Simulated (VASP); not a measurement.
# Hg (P6_3/mmc) in VASP: a series of runs

Hg is run at these levels: PBE; tasks: single point.

Everything below comes from runs of VASP 6.6.1. Logs are shortened: lines on timing, memory, paths and dates and some standing lists are left out, and cuts for length are marked.

## (1) The cell of the first run

It takes space group P6_3/mmc (No. 194, hexagonal). The conventional cell has a = 3.365 Å, b = 3.365 Å, c = 5.360 Å, α = 90.00°, β = 90.00°, γ = 120.00°. Within 4.4 Å of Hg (site symmetry -6m2) lie 12 Hg at 3.31 to 3.37 Å.

## (2) Single point, PBE

Input file INCAR:

```
ALGO = Normal
EDIFF = 1E-7
ENCUT = 520
GGA = PE
ISIF = 2
ISMEAR = -1
LASPH = T
LCHARG = T
LELF = T
LREAL = F
LVHAR = T
LWAVE = F
NBANDS = 19
NELM = 80
PREC = Accurate
SIGMA = 0.05
```

Input file KPOINTS:

```
k-points
0
Gamma
  14 14 8
```

Input file POSCAR:

```
Hg
1.0
    3.3651324895      0.0000000000      0.0000000000
   -1.6825662447      2.9142902230      0.0000000000
    0.0000000000      0.0000000000      5.3601102399
Hg
2
Direct
    0.3333333333      0.6666666667      0.2500000000
    0.6666666667      0.3333333333      0.7500000000
```

Potentials or basis: VASP PAW PBE potentials, release 64 (Hg).

Launch:

```
> cat potpaw_PBE.64/Hg/POTCAR > POTCAR
> mpirun -np 1 vasp_std > vasp.out
```

OUTCAR:

```text
EDIFF = 1E-7
   ENCUT = 520
   GGA = PE
   ISIF = 2
   ISMEAR = -1
   LASPH = T
   LREAL = F
   NELM = 80
   PREC = Accurate

 ion  position               nearest neighbor table
   1  0.333  0.667  0.250-   2 3.31   2 3.31   2 3.31   2 3.31   2 3.31   2 3.31
   2  0.667  0.333  0.750-   1 3.31   1 3.31   1 3.31   1 3.31   1 3.31   1 3.31

  LATTYP: Found a hexagonal cell.
 ALAT       =     3.3651324895
 C/A-ratio  =     1.5928378026

  Lattice vectors:

 A1 = (   3.3651324895,   0.0000000000,   0.0000000000)
 A2 = (  -1.6825662447,   2.9142902230,   0.0000000000)
 A3 = (   0.0000000000,   0.0000000000,   5.3601102399)

Analysis of symmetry for initial positions (statically):
=====================================================================
 Subroutine PRICEL returns:
 Original cell was already a primitive cell.

 Routine SETGRP: Setting up the symmetry group for a
 hexagonal supercell.

 Subroutine GETGRP returns: Found 24 space group operations
 (whereof 12 operations were pure point group operations)
 out of a pool of 24 trial point group operations.

The static configuration has the point symmetry D_3d.
 The point group associated with its full space group is D_6h.

Analysis of symmetry for dynamics (positions and initial velocities):
=====================================================================
 Subroutine PRICEL returns:
 Original cell was already a primitive cell.

 Routine SETGRP: Setting up the symmetry group for a
 hexagonal supercell.

 Subroutine GETGRP returns: Found 24 space group operations
 (whereof 12 operations were pure point group operations)
 out of a pool of 24 trial point group operations.

The dynamic configuration has the point symmetry D_3d.
 The point group associated with its full space group is D_6h.

 Subroutine INISYM returns: Found 24 space group operations
 (whereof 12 operations are pure point group operations),
 and found     1 'primitive' translations

----------------------------------------------------------------------------------------

                                     Primitive cell

  volume of cell :      52.5665

  direct lattice vectors                    reciprocal lattice vectors
     3.365132490  0.000000000  0.000000000     0.297165120  0.171568362  0.000000000
[... 75 lines left out ...]
   NGXF,Y,Z  is equivalent  to a cutoff of  27.67, 27.67, 24.81 a.u.
 SYSTEM =  unknown system
   PREC   = accura    normal or accurate (medium, high low for compatibility)
   ISTART =      0    job   : 0-new  1-cont  2-samecut
   ICHARG =      2    charge: 1-file 2-atom 10-const
   ISPIN  =      1    spin polarized calculation?
   LNONCOLLINEAR =      F non collinear calculations
   LSORBIT =      F    spin-orbit coupling
   LASPH  =      T    aspherical Exc in radial PAW
   ENCUT  =  520.0 eV  38.22 Ry    6.18 a.u.   6.26  6.26  9.97*2*pi/ulx,y,z
   NELM   =     80;   NELMIN=  2; NELMDL= -5     # of ELM steps
   EDIFF  = 0.1E-06   stopping-criterion for ELM
   LREAL  =      F    real-space projection
   EDIFFG = 0.1E-05   stopping-criterion for IOM
   NSW    =      0    number of steps for IOM
   IBRION =     -1    ionic relax: 0-MD 1-quasi-New 2-CG
   NFREE  =      0    steps in history (QN), initial steepest desc. (CG)
   ISIF   =      2    stress and relaxation
   ISYM   =      2    0-nonsym 1-usesym 2-fastsym
   POTIM  = 0.5000    time-step for ionic-motion
   TEBEG  =    0.0;   TEEND  =   0.0 temperature during run
   PSTRESS=    0.0 pullay stress
   NELECT =      24.0000    total number of electrons
   NUPDOWN=      -1.0000    fix difference up-down
   EMIN   =  10.00;   EMAX   =-10.00  energy-range for DOS
   EFERMI =   0.00;   METHOD = LEGACY
   ISMEAR =    -1;   SIGMA  =   0.05  broadening in eV -4-tet -1-fermi 0-gaus
   EFERMI_NEDOS =   21; number of points for ismear=-14 and -15
   IALGO  =     38    algorithm
   IMIX   =      4    mixing-type and parameters
     AMIX     =   0.40;   BMIX     =  1.00
     AMIX_MAG =   1.60;   BMIX_MAG =  1.00
  volume/ion in A,a.u.               =      26.28       177.37
  Fermi-wavevector in a.u.,A,eV,Ry     =   1.260595  2.382180 21.621025  1.589100
  Thomas-Fermi vector in A             =   2.394097
   LORBIT       =      0    0 simple, 1 ext, 2 COOP (PROOUT), +10 PAW based schemes
   GGA     = PE    functional components
   LHFCALC =     F    Hartree Fock is set to
   AEXX    =    0.0000 exact exchange contribution
   IVDW    =     0    specifies the selected vdW correction
   LEPSILON=     F    determine dielectric tensor
   LRPA    =     F    only Hartree local field effects (RPA)
 non-spin polarized calculation
  energy-cutoff  :      520.00
  volume of cell :       52.57
 maximum number of plane-waves:      1440
 NGX is ok and might be reduce to    28
   NGX = 13   NGY = 13   NGZ = 19

 number of electron      24.0000003 magnetization

 Free energy of the ion-electron system (eV)
  ---------------------------------------------------
  ext. energy  EPLUGINS =         0.00000000
  ---------------------------------------------------
  free energy    TOTEN  =        -0.31327016 eV

  energy without entropy =       -0.30878879  energy(sigma->0) =       -0.31102948

 E-fermi :   1.6067     XC(G=0): -10.2672

 val. band max:        1.5944019943   @ k =   0.1429   0.0000   0.0000
 cond. band min:       1.6161292703   @ k =   0.4286   0.0714   0.3750
 fundamental gap:      0.0217272759
 Fermi energy:         1.6066554336

 k-point     1 :       0.0000    0.0000    0.0000
  band No.  band energies     occupation
      1      -6.2656      2.00000
      2      -5.4742      2.00000
      3      -4.6873      2.00000
      4      -4.6769      2.00000
      5      -4.6769      2.00000
      6      -4.5616      2.00000
[... 505 lines left out ...]
      6      -4.5865      2.00000
[... 11 lines left out ...]
     18       8.3940      0.00000
     19      11.2729      0.00000

 [... further k-points ...]
[... 5 lines left out ...]
  --------------------------------------------------------------------------------------
  -------------------------------------------------------------------------------------
  Total        0.7056368      0.7056368      0.7179311      0.0000000      0.0000000      0.0000000
  in kB       21.5071639     21.5071639     21.8818814      0.0000000      0.0000000      0.0000000
  external PRESSURE =      21.6320698 kB  Pullay stress =       0.0000000 kB

 VOLUME and BASIS-vectors are now :
 -----------------------------------------------------------------------------
  energy-cutoff  :      520.00
  volume of cell :       52.57
      direct lattice vectors                 reciprocal lattice vectors
     3.365132490  0.000000000  0.000000000     0.297165120  0.171568362  0.000000000
    -1.682566245  2.914290223  0.000000000     0.000000000  0.343136724  0.000000000
     0.000000000  0.000000000  5.360110240     0.000000000  0.000000000  0.186563327

 POSITION                                       TOTAL-FORCE (eV/Angst)
 -----------------------------------------------------------------------------------
     -0.00000      1.94286      1.34003         0.000000     -0.000000      0.000000
      1.68257      0.97143      4.02008        -0.000000      0.000000      0.000000
 -----------------------------------------------------------------------------------
    total drift:                               -0.000000      0.000000     -0.000000

  FREE ENERGIE OF THE ION-ELECTRON SYSTEM (eV)
  ---------------------------------------------------
  free  energy   TOTEN  =        -0.3132701625 eV

  energy  without entropy=       -0.3087887907  energy(sigma->0) =       -0.31102948
```

stdout:

```text
POSCAR found type information on POSCAR Hg
 POSCAR found :  1 types and       2 ions
 scaLAPACK will be used
 LDA part: xc-table for (Slater+PW92), standard interpolation
 POSCAR, INCAR and KPOINTS ok, starting setup
 FFT: planning ... GRIDC
 FFT: planning ... GRID_SOFT
 FFT: planning ... GRID
 WAVECAR not read
 entering main loop
```

Wall time 1.7 min (1 thread of Intel Xeon Platinum 8259CL at 2.50GHz (Skylake/Cascade Lake), shared host); peak memory 0.24 GiB.

Results:

* Free energy: -0.3133 eV
* Pressure: 2.2 GPa
* Band gap on the k mesh: zero (band 12 reaches 1.69 eV, above the bottom of band 13 at 0.90 eV)

Caveat: spin-orbit coupling is left out, which moves the levels of the heavy elements.

## (3) Single point, PBE

This run uses another cell than the first one, of 28.79 Å³/atom, 1.095 times its volume.

Input file INCAR:

```
  PREC = Accurate
  ENCUT = 520
  EDIFF = 1E-6
  ISMEAR = -1
  SIGMA = 0.05
  LREAL = F
  LASPH = T
  NELM = 60
  ALGO = Normal
  ISIF = 2
  LWAVE = F
  LCHARG = F
  GGA = PE
  NBANDS = 19
```

Input file KPOINTS:

```
Automatic mesh
0
Gamma
  14 14 8
```

Input file POSCAR:

```
Hg
1.0
    3.4812062818      0.0000000000      0.0000000000
   -1.7406031409      3.0148130758      0.0000000000
    0.0000000000      0.0000000000      5.4856371962
Hg
2
Direct
    0.3333333333      0.6666666667      0.2500000000
    0.6666666667      0.3333333333      0.7500000000
```

Potentials or basis: VASP PAW PBE potentials, release 64 (Hg).

Launch:

```
> cat potpaw_PBE.64/Hg/POTCAR > POTCAR
> mpirun -np 1 vasp_std > vasp.out
```

Wall time 1.8 min (1 thread of Intel Xeon Platinum 8259CL at 2.50GHz (Skylake/Cascade Lake), shared host); peak memory 0.25 GiB.

The run converged. Its results:

```
Free energy            : -0.3623 eV
Pressure               : 0.9 GPa
Band gap on the k mesh : zero (band 12 reaches 0.89 eV, above the bottom of band 13 at 0.69 eV)
```

Levels at points of the mesh, in eV from the Fermi level:
| k point | band 10 | band 11 | band 12 | band 13 | band 14 | band 15 |
| --- | --- | --- | --- | --- | --- | --- |
| (0.00, 0.00, 0.00) | -5.29 | -5.29 | -1.21 | -0.23 | 10.92 | 10.92 |
| (0.50, 0.00, 0.00) | -5.20 | -2.22 | -1.60 | 2.60 | 3.46 | 4.25 |
| (0.00, 0.00, 0.50) | -5.45 | -5.36 | -5.36 | 6.69 | 6.69 | 11.92 |
| (0.50, 0.00, 0.50) | -5.25 | -1.12 | -1.12 | 0.40 | 0.40 | 8.43 |

Caveat: spin-orbit coupling is left out, which moves the levels of the heavy elements.
